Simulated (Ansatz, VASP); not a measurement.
**One calculation of TaN, two programs**

```
Ta N
1.0
     2.95020    0.00000    0.00000
    -1.47510    2.55495    0.00000
     0.00000    0.00000    2.89779
Ta N
1 1
Direct
  0.33333 0.66667 0.50000
  0.00000 0.00000 0.00000
```

Alike in both runs: task single point; functional PBE; k mesh 21 × 21 × 20; occupations gaussian, width 0.1 eV; non-collinear spin, spin-orbit coupling.

```csv
,VASP,Ansatz
version,VASP 6.6.1,Ansatz 0.2.0
potentials or method,"VASP PAW PBE potentials, release 64 (Ta_pv, N), cutoff 520 eV","plane waves, PAW"
valence electrons in the cell,16,18
```

Ansatz gave:

* pressure (GPa): -0.4
* traceless stress, the component that is largest in VASP (GPa): -0.12
* net moment per atom (μB): 0.00

Problem. Estimate VASP's values.

Solution. Pressure (GPa): 1.0; traceless stress, the component that is largest in VASP (GPa): 0.01; net moment per atom (μB): 0.00.

VASP's potentials hold 16 valence electrons a cell and Ansatz's 18, so a difference there can come from the potentials and not from the codes.
